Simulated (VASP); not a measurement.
Wanted: the native input for a VASP 6.6.1 run.

| Item | Value |
| --- | --- |
| Task | single point |
| Functional | PBE |
| Potentials or basis | VASP PAW PBE potentials, release 64 (Ta_pv, Co, S) |
| Cutoff | 520 eV |
| k mesh | 8 × 8 × 8 |
| Occupations | gaussian, width 0.1 eV |
| Spin | collinear spin, ferromagnetic start |
| Starting moments | [0.0, 2.6, 0.0, 0.0, 0.0] μB |
| Dipole correction | no |
| Further INCAR settings | ALGO = Normal; EDIFF = 1e-06; NBANDS = 31 |

The structure of TaCoS3 lies in POSCAR:

```
TaCoS3
1.0
    4.7798734593      0.0000000000      0.0000000000
    0.0000000000      4.7798734593      0.0000000000
    0.0000000000      0.0000000000      4.7798734593
Ta Co S
1 1 3
Direct
    0.0000000000      0.0000000000      0.0000000000
    0.5000000000      0.5000000000      0.5000000000
    0.5000000000      0.0000000000      0.0000000000
    0.0000000000      0.5000000000      0.0000000000
    0.0000000000      0.0000000000      0.5000000000
```

The cell was generated, and may not be a known phase.

One way to write it, as run:

INCAR

```
SYSTEM = TaCoS3
ALGO = Normal
EDIFF = 1E-6
ENCUT = 520
GGA = PE
ISIF = 2
ISMEAR = 0
ISPIN = 2
LASPH = .TRUE.
LCHARG = .TRUE.
LELF = .TRUE.
LMAXMIX = 4
LORBIT = 11
LREAL = .FALSE.
LVHAR = .TRUE.
LWAVE = .FALSE.
MAGMOM = 0 2.6 0 0 0
NBANDS = 31
NELM = 150
PREC = Accurate
SIGMA = 0.1
```

KPOINTS

```
k-points
0
G
  8 8 8
  0 0 0
```

Potentials or basis: VASP PAW PBE potentials, release 64 (Ta_pv, Co, S).

Command:

```sh
$ cat potpaw_PBE.64/Ta_pv/POTCAR potpaw_PBE.64/Co/POTCAR potpaw_PBE.64/S/POTCAR > POTCAR
$ mpirun -np 1 vasp_std > vasp.out
```

It gave:

The pressure is 0.0 GPa. The net moment is 2.46 μB per cell, the site moments are Ta -0.04; Co +2.27; S +0.03 μB and the valence electrons inside the program's atomic spheres are Ta 8.79; Co 7.46; S 3.75.

Caveat: a cell with one magnetic atom can't hold antiferromagnetic order, which such compounds often take.

Wall time 3.8 min on 1 thread of Intel(R) Xeon(R) Platinum 8259CL CPU @ 2.50GHz (Skylake/Cascade Lake) (shared host), peak memory 0.37 GiB.
